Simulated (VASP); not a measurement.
# Sb (Fm-3m) in VASP: notebook, part 2 of 2

VASP 6.6.1. The steps go on from the part before.

## 3. Relaxation of cell and atoms, PBEsol

This run uses another cell than the first one, of 26.23 Å³/atom, 0.993 times its volume.

Contents of INCAR:

```
  PREC = Accurate
  ENCUT = 600
  EDIFF = 1E-7
  ISMEAR = 1
  SIGMA = 0.1
  LREAL = F
  LASPH = T
  NELM = 100
  ALGO = Normal
  ISIF = 3
  LWAVE = F
  LCHARG = F
  GGA = PS
  IBRION = 2
  NSW = 80
  EDIFFG = -0.03
```

Contents of KPOINTS:

```
Automatic mesh
0
Gamma
  16 16 16
```

Contents of POSCAR:

```
Sb
1.0
    0.0000000000      2.3582285805      2.3582285805
    2.3582285805      0.0000000000      2.3582285805
    2.3582285805      2.3582285805      0.0000000000
Sb
1
Direct
    0.0000000000      0.0000000000      0.0000000000
```

Potentials or basis: VASP PAW PBE potentials, release 64 (Sb).

Started as:

```
cat potpaw_PBE.64/Sb/POTCAR > POTCAR
mpirun -np 1 vasp_std > vasp.out
```

OUTCAR:

```text
PREC = Accurate
   ENCUT = 600
   EDIFF = 1E-7
   ISMEAR = 1
   LREAL = F
   LASPH = T
   NELM = 100
   ISIF = 3
   GGA = PS
   IBRION = 2
   NSW = 80
   EDIFFG = -0.03

 ion  position               nearest neighbor table
   1  0.000  0.000  0.000-

  LATTYP: Found a face centered cubic cell.
 ALAT       =     4.7164571610

  Lattice vectors:

 A1 = (   0.0000000000,   2.3582285805,   2.3582285805)
 A2 = (   2.3582285805,   0.0000000000,   2.3582285805)
[... 443 lines left out ...]
 [... further k-points ...]

------------------------ aborting loop because EDIFF is reached ----------------------------------------

  FORCE on cell =-STRESS in cart. coord.  units (eV):
  Direction    XX          YY          ZZ          XY          YZ          ZX
  --------------------------------------------------------------------------------------
  -------------------------------------------------------------------------------------
  Total        0.0211285      0.0211285      0.0211285      0.0000000      0.0000000      0.0000000
  in kB        1.2969011      1.2969011      1.2969011      0.0000000      0.0000000      0.0000000
  external PRESSURE =       1.2969011 kB  Pullay stress =       0.0000000 kB

 VOLUME and BASIS-vectors are now :
 -----------------------------------------------------------------------------
  energy-cutoff  :      600.00
  volume of cell :       26.10
      direct lattice vectors                 reciprocal lattice vectors
    -0.000000000  2.354403327  2.354403327    -0.212368032  0.212368032  0.212368032
     2.354403327 -0.000000000  2.354403327     0.212368032 -0.212368032  0.212368032
     2.354403327  2.354403327  0.000000000     0.212368032  0.212368032 -0.212368032

 POSITION                                       TOTAL-FORCE (eV/Angst)
 -----------------------------------------------------------------------------------
      2.35440      2.35440      0.00000        -0.000000     -0.000000      0.000000
 -----------------------------------------------------------------------------------
    total drift:                               -0.000000     -0.000000      0.000000

  FREE ENERGIE OF THE ION-ELECTRON SYSTEM (eV)
  ---------------------------------------------------
  free  energy   TOTEN  =        -4.2932135261 eV

  energy  without entropy=       -4.2928366308  energy(sigma->0) =       -4.29308789

 reached required accuracy - stopping structural energy minimisation
```

OSZICAR:

```text
N       E                     dE             d eps       ncg     rms          rms(c)
DAV:   1     0.937090992654E+01    0.93709E+01   -0.17784E+03  1746   0.623E+02
DAV:   2    -0.409914317886E+01   -0.13470E+02   -0.12961E+02  2490   0.798E+01
DAV:   3    -0.429992146275E+01   -0.20078E+00   -0.19837E+00  1992   0.106E+01
DAV:   4    -0.430075523454E+01   -0.83377E-03   -0.83356E-03  2364   0.922E-01
DAV:   5    -0.430075885292E+01   -0.36184E-05   -0.36177E-05  2256   0.442E-02    0.171E+00
DAV:   6    -0.429588661758E+01    0.48722E-02   -0.21606E-03  2022   0.293E-01    0.976E-01
DAV:   7    -0.429318964740E+01    0.26970E-02   -0.43436E-03  1956   0.414E-01    0.412E-02
DAV:   8    -0.429318255573E+01    0.70917E-05   -0.36216E-05  2298   0.645E-02    0.717E-03
DAV:   9    -0.429318251621E+01    0.39521E-07   -0.40402E-07  2388   0.667E-03
   1 F= -.42931825E+01 E0= -.42930333E+01  d E =-.429318E+01
       N       E                     dE             d eps       ncg     rms          rms(c)
DAV:   1    -0.429335305710E+01   -0.17050E-03   -0.45908E-03  1920   0.396E-01    0.546E-02
DAV:   2    -0.429326141548E+01    0.91642E-04   -0.74006E-05  1902   0.725E-02    0.306E-02
DAV:   3    -0.429321402963E+01    0.47386E-04   -0.95029E-05  1866   0.567E-02    0.941E-03
DAV:   4    -0.429321389101E+01    0.13862E-06   -0.55606E-07  2226   0.792E-03    0.740E-03
DAV:   5    -0.429321350735E+01    0.38366E-06   -0.45612E-08  1842   0.202E-03    0.109E-03
DAV:   6    -0.429321352610E+01   -0.18752E-07   -0.11118E-09  1146   0.327E-04
   2 F= -.42932135E+01 E0= -.42930879E+01  d E =-.310099E-04
```

It took 34 s on 1 thread of Intel Xeon Platinum 8375C at 2.90GHz (Ice Lake), shared host; peak memory 0.18 GiB.

What came out:

| Quantity | Value |
| --- | --- |
| Free energy | -4.2932 eV |
| Relaxed volume | 26.10 Å³/atom |
| Relaxed cell | a = 3.330 Å, b = 3.330 Å, c = 3.330 Å, α = 60.00°, β = 60.00°, γ = 60.00° |
| Space group after relaxing (to 0.05 Å) | Fm-3m (No. 225) |
| Energy gained by relaxing | 0.0 meV/atom |
| Ionic steps | 2 |
| Pressure after relaxing | 0.1 GPa |

Final structure:
```
Sb
1.0
     0.00000    2.35440    2.35440
     2.35440    0.00000    2.35440
     2.35440    2.35440    0.00000
Sb
1
Direct
  0.00000 0.00000 0.00000
```

Caveat: the PAW data sets were made with another functional, which shifts forces and pressure a little.
